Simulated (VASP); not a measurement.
# Ti in VASP: single point with PBE

Aim: the single point of Ti with PBE.

Program: VASP 6.6.1. These are calculated values, not measurements. Logs are shortened: lines on timing, memory, paths and dates and some standing lists are left out, and cuts for length are marked.

## Step 1: The cell of the first run

The cell holds a slab with vacuum, 5 atoms: a = 2.939 Å, b = 2.939 Å, c = 24.301 Å, α = 90.00°, β = 90.00°, γ = 120.00°.

## Step 2: Single point, PBE

File INCAR:

```
SYSTEM = Ti
ALGO = Normal ; DIPOL = 0.5 0.5 0.500
EDIFF = 1E-6 ; ENCUT = 520
GGA = PE ; IDIPOL = 3
ISIF = 2 ; ISMEAR = 0
LASPH = .TRUE. ; LCHARG = .TRUE.
LDIPOL = .TRUE. ; LELF = .TRUE.
LREAL = .FALSE. ; LVACPOTAV = .TRUE.
LVHAR = .TRUE. ; LWAVE = .FALSE.
NBANDS = 38 ; NELM = 60
PREC = Accurate ; SIGMA = 0.1
```

File KPOINTS:

```
k-points
0
G
  12 12 1
  0 0 0
```

File POSCAR:

```
Ti
1.0
    2.9385821062      0.0000000000      0.0000000000
   -1.4692910531      2.5448867551      0.0000000000
    0.0000000000      0.0000000000     24.3008543618
Ti
5
Direct
    0.3333333333      0.6666666667      0.3134444098
    0.6666666667      0.3333333333      0.4021393074
    0.3333333333      0.6666666667      0.5000000337
    0.6666666667      0.3333333333      0.5978606821
    0.3333333333      0.6666666667      0.6865555670
```

Potentials or basis: VASP PAW PBE potentials, release 64 (Ti_sv).

Command:

```sh
> cat potpaw_PBE.64/Ti_sv/POTCAR > POTCAR
> mpirun -np 1 vasp_std > vasp.out
```

OUTCAR:

```text
SYSTEM = Ti
   EDIFF = 1E-6
   ENCUT = 520
   GGA = PE
   ISIF = 2
   ISMEAR = 0
   LASPH = .TRUE.
   LREAL = .FALSE.
   NELM = 60
   PREC = Accurate

 ion  position               nearest neighbor table
   1  0.333  0.667  0.313-   2 2.74   2 2.74   2 2.74
   2  0.667  0.333  0.402-   1 2.74   1 2.74   1 2.74
   3  0.333  0.667  0.500-
   4  0.667  0.333  0.598-   5 2.74   5 2.74   5 2.74
   5  0.333  0.667  0.687-   4 2.74   4 2.74   4 2.74

  LATTYP: Found a hexagonal cell.
 ALAT       =     2.9385821062
 C/A-ratio  =     8.2695849507

  Lattice vectors:

 A1 = (   2.9385821062,   0.0000000000,   0.0000000000)
 A2 = (  -1.4692910531,   2.5448867551,   0.0000000000)
 A3 = (   0.0000000000,   0.0000000000,  24.3008543618)

Analysis of symmetry for initial positions (statically):
=====================================================================
 Subroutine PRICEL returns:
 Original cell was already a primitive cell.

 Routine SETGRP: Setting up the symmetry group for a
 hexagonal supercell.

 Subroutine GETGRP returns: Found 12 space group operations
 (whereof 12 operations were pure point group operations)
 out of a pool of 24 trial point group operations.

The static configuration has the point symmetry D_3h.

Analysis of symmetry for dynamics (positions and initial velocities):
=====================================================================
 Subroutine PRICEL returns:
 Original cell was already a primitive cell.

 Routine SETGRP: Setting up the symmetry group for a
 hexagonal supercell.

 Subroutine GETGRP returns: Found 12 space group operations
 (whereof 12 operations were pure point group operations)
 out of a pool of 24 trial point group operations.

The dynamic configuration has the point symmetry D_3h.

 Subroutine INISYM returns: Found 12 space group operations
 (whereof 12 operations are pure point group operations),
 and found     1 'primitive' translations

----------------------------------------------------------------------------------------

                                     Primitive cell

  volume of cell :     181.7305

  direct lattice vectors                    reciprocal lattice vectors
     2.938582106  0.000000000  0.000000000     0.340300173  0.196472397  0.000000000
    -1.469291053  2.544886755  0.000000000     0.000000000  0.392944793  0.000000000
     0.000000000  0.000000000 24.300854362     0.000000000  0.000000000  0.041150817

  length of vectors
     2.938582106  2.938582106 24.300854362     0.392944793  0.392944793  0.041150817

  position of ions in fractional coordinates (direct lattice)
     0.333333333  0.666666667  0.313444410
     0.666666667  0.333333333  0.402139307
     0.333333333  0.666666667  0.500000034
     0.666666667  0.333333333  0.597860682
     0.333333333  0.666666667  0.686555567

  ion indices of the primitive-cell ions
   primitive index   ion index
                 1           1
                 2           2
                 3           3
                 4           4
                 5           5

----------------------------------------------------------------------------------------

 KPOINTS: k-points

Automatic generation of k-mesh.
 Grid dimensions read from file:
 generate k-points for:   12   12    1

 Generating k-lattice:

  Cartesian coordinates                     Fractional coordinates (reciprocal lattice)
     0.028358348  0.016372700  0.000000000     0.083333333  0.000000000  0.000000000
     0.000000000  0.032745399  0.000000000     0.000000000  0.083333333  0.000000000
     0.000000000  0.000000000  0.041150817     0.000000000  0.000000000  1.000000000

  Length of vectors
     0.032745399  0.032745399  0.041150817

  Shift w.r.t. Gamma in fractional coordinates (k-lattice)
     0.000000000  0.000000000  0.000000000

 Subroutine IBZKPT returns following result:
 ===========================================

 Found     19 irreducible k-points:

 Following reciprocal coordinates:
            Coordinates               Weight
  0.000000  0.000000  0.000000      1.000000
  0.083333  0.000000  0.000000      6.000000
  0.166667 -0.000000  0.000000      6.000000
  0.250000  0.000000  0.000000      6.000000
  0.333333  0.000000  0.000000      6.000000
  0.416667  0.000000  0.000000      6.000000
[... 11 lines left out ...]
  0.333333  0.250000  0.000000     12.000000
  0.333333  0.333333  0.000000      2.000000
   k-points           NKPTS =     19   k-points in BZ     NKDIM =     19   number of bands    NBANDS=     38
   number of dos      NEDOS =    301   number of ions     NIONS =      5
   total plane-waves  NPLWV = 110592
   dimension x,y,z NGX =    24 NGY =   24 NGZ =  192
   dimension x,y,z NGXF=    48 NGYF=   48 NGZF=  384
   ions per type =               5
   NGX,Y,Z   is equivalent  to a cutoff of  13.58, 13.58, 13.14 a.u.
   NGXF,Y,Z  is equivalent  to a cutoff of  27.16, 27.16, 26.27 a.u.
 SYSTEM =  Ti
   PREC   = accura    normal or accurate (medium, high low for compatibility)
   ISTART =      0    job   : 0-new  1-cont  2-samecut
   ICHARG =      2    charge: 1-file 2-atom 10-const
   ISPIN  =      1    spin polarized calculation?
   LNONCOLLINEAR =      F non collinear calculations
   LSORBIT =      F    spin-orbit coupling
   LASPH  =      T    aspherical Exc in radial PAW
   ENCUT  =  520.0 eV  38.22 Ry    6.18 a.u.   5.46  5.46 45.18*2*pi/ulx,y,z
   NELM   =     60;   NELMIN=  2; NELMDL= -5     # of ELM steps
   EDIFF  = 0.1E-05   stopping-criterion for ELM
   LREAL  =      F    real-space projection
   EDIFFG = 0.1E-04   stopping-criterion for IOM
   NSW    =      0    number of steps for IOM
   IBRION =     -1    ionic relax: 0-MD 1-quasi-New 2-CG
   NFREE  =      0    steps in history (QN), initial steepest desc. (CG)
   ISIF   =      2    stress and relaxation
   ISYM   =      2    0-nonsym 1-usesym 2-fastsym
   POTIM  = 0.5000    time-step for ionic-motion
   TEBEG  =    0.0;   TEEND  =   0.0 temperature during run
   PSTRESS=    0.0 pullay stress
   NELECT =      60.0000    total number of electrons
   NUPDOWN=      -1.0000    fix difference up-down
   EMIN   =  10.00;   EMAX   =-10.00  energy-range for DOS
   EFERMI =   0.00;   METHOD = LEGACY
   ISMEAR =     0;   SIGMA  =   0.10  broadening in eV -4-tet -1-fermi 0-gaus
   EFERMI_NEDOS =   21; number of points for ismear=-14 and -15
   IALGO  =     38    algorithm
   IMIX   =      4    mixing-type and parameters
     AMIX     =   0.40;   BMIX     =  1.00
     AMIX_MAG =   1.60;   BMIX_MAG =  1.00
  volume/ion in A,a.u.               =      36.35       245.28
  Fermi-wavevector in a.u.,A,eV,Ry     =   1.131486  2.138199 17.419012  1.280261
  Thomas-Fermi vector in A             =   2.268185
   LORBIT       =      0    0 simple, 1 ext, 2 COOP (PROOUT), +10 PAW based schemes
   GGA     = PE    functional components
   LHFCALC =     F    Hartree Fock is set to
   AEXX    =    0.0000 exact exchange contribution
   IVDW    =     0    specifies the selected vdW correction
   LEPSILON=     F    determine dielectric tensor
   LRPA    =     F    only Hartree local field effects (RPA)
 non-spin polarized calculation
 Gauss-broadening in eV      SIGMA  =   0.10
  energy-cutoff  :      520.00
  volume of cell :      181.73
 maximum number of plane-waves:      4999
 NGX is ok and might be reduce to    24
   NGX = 11   NGY = 11   NGZ = 91

 dipolmoment           0.000000      0.000000      0.000000 electrons x Angstroem

 number of electron      59.9999992 magnetization

 dipolmoment           0.000000      0.000000     -0.000000 electrons x Angstroem

 Free energy of the ion-electron system (eV)
  ---------------------------------------------------
  ext. energy  EPLUGINS =         0.00000000
  ---------------------------------------------------
  free energy    TOTEN  =       -37.37467753 eV

  energy without entropy =      -37.33490188  energy(sigma->0) =      -37.35478970

 E-fermi :   1.7847     XC(G=0):  -6.3026

 val. band max:        1.7822028731   @ k =   0.3333   0.2500   0.0000
 cond. band min:       1.7866324308   @ k =   0.3333   0.0833   0.0000
 fundamental gap:      0.0044295577
 Fermi energy:         1.7847464014

 k-point     1 :       0.0000    0.0000    0.0000
  band No.  band energies     occupation
      1     -55.1123      2.00000
      2     -55.1112      2.00000
      3     -55.0007      2.00000
      4     -54.8998      2.00000
      5     -54.8847      2.00000
      6     -31.6376      2.00000
[... 30 lines left out ...]
     37       2.6202      0.00000
     38       2.8915      0.00000

 k-point     2 :       0.0833    0.0000    0.0000
  band No.  band energies     occupation
      1     -55.1065      2.00000
      2     -55.1055      2.00000
      3     -54.9955      2.00000
      4     -54.8960      2.00000
      5     -54.8816      2.00000
      6     -31.6252      2.00000
[... 30 lines left out ...]
     37       2.7109      0.00000
     38       2.7360      0.00000

 k-point     3 :       0.1667   -0.0000    0.0000
  band No.  band energies     occupation
      1     -55.0906      2.00000
      2     -55.0898      2.00000
      3     -54.9811      2.00000
      4     -54.8857      2.00000
      5     -54.8731      2.00000
      6     -31.5912      2.00000
[... 30 lines left out ...]
     37       2.7871      0.00000
     38       2.9109      0.00000

 k-point     4 :       0.2500    0.0000    0.0000
  band No.  band energies     occupation
      1     -55.0687      2.00000
      2     -55.0682      2.00000
      3     -54.9610      2.00000
      4     -54.8717      2.00000
      5     -54.8620      2.00000
      6     -31.5479      2.00000
[... 30 lines left out ...]
     37       2.8349      0.00000
     38       3.2483      0.00000
[... 498 lines left out ...]
      4     -54.8441      2.00000
      5     -54.8417      2.00000
      6     -31.5207      2.00000
[... 30 lines left out ...]
     37       2.9526      0.00000
     38       3.3404      0.00000

 k-point    18 :       0.3333    0.2500    0.0000
  band No.  band energies     occupation
      1     -55.0163      2.00000
      2     -55.0163      2.00000
      3     -54.9105      2.00000
      4     -54.8390      2.00000
      5     -54.8384      2.00000
      6     -31.5107      2.00000
[... 30 lines left out ...]
     37       3.1842      0.00000
     38       3.4892      0.00000

 k-point    19 :       0.3333    0.3333    0.0000
  band No.  band energies     occupation
      1     -55.0134      2.00000
      2     -55.0133      2.00000
      3     -54.9075      2.00000
      4     -54.8373      2.00000
      5     -54.8371      2.00000
      6     -31.4820      2.00000
[... 30 lines left out ...]
     37       3.2792      0.00000
     38       3.5506      0.00000

------------------------ aborting loop because EDIFF is reached ----------------------------------------

  FORCE on cell =-STRESS in cart. coord.  units (eV):
  Direction    XX          YY          ZZ          XY          YZ          ZX
  --------------------------------------------------------------------------------------
  -------------------------------------------------------------------------------------
  Total       -0.7552625     -0.7552625     -0.0780486      0.0000000      0.0000000      0.0000000
  in kB       -6.6585653     -6.6585653     -0.6880937      0.0000000      0.0000000      0.0000000
  external PRESSURE =      -4.6684081 kB  Pullay stress =       0.0000000 kB

 VOLUME and BASIS-vectors are now :
 -----------------------------------------------------------------------------
  energy-cutoff  :      520.00
  volume of cell :      181.73
      direct lattice vectors                 reciprocal lattice vectors
     2.938582106  0.000000000  0.000000000     0.340300173  0.196472397  0.000000000
    -1.469291053  2.544886755  0.000000000     0.000000000  0.392944793  0.000000000
     0.000000000  0.000000000 24.300854362     0.000000000  0.000000000  0.041150817

 POSITION                                       TOTAL-FORCE (eV/Angst)
 -----------------------------------------------------------------------------------
     -0.00000      1.69659      7.61697        -0.000000      0.000000      0.005396
      1.46929      0.84830      9.77233         0.000000     -0.000000      0.001183
     -0.00000      1.69659     12.15043         0.000000     -0.000000      0.000000
      1.46929      0.84830     14.52853         0.000000     -0.000000     -0.001183
     -0.00000      1.69659     16.68389         0.000000      0.000000     -0.005396
 -----------------------------------------------------------------------------------
    total drift:                                0.000000     -0.000000      0.000022

  FREE ENERGIE OF THE ION-ELECTRON SYSTEM (eV)
  ---------------------------------------------------
  free  energy   TOTEN  =       -37.3746775337 eV

  energy  without entropy=      -37.3349018753  energy(sigma->0) =      -37.35478970

 vacuum level on the upper side and lower side of the slab         6.236         6.236
```

It took 3.9 min on 1 thread of Intel Xeon Platinum 8375C at 2.90GHz (Ice Lake), shared host; peak memory 0.36 GiB.

What came out:

* Free energy: -37.3747 eV
* Largest force: 0.005 eV/Å
* Band gap on the k mesh: zero (bands 30 and 31 overlap by 1.00 eV)

Forces in eV/Å, atoms in the order of the input:
```
Ti   0.000  0.000  0.005
Ti   0.000  0.000  0.001
Ti   0.000  0.000  0.000
Ti   0.000  0.000 -0.001
Ti   0.000  0.000 -0.005
```
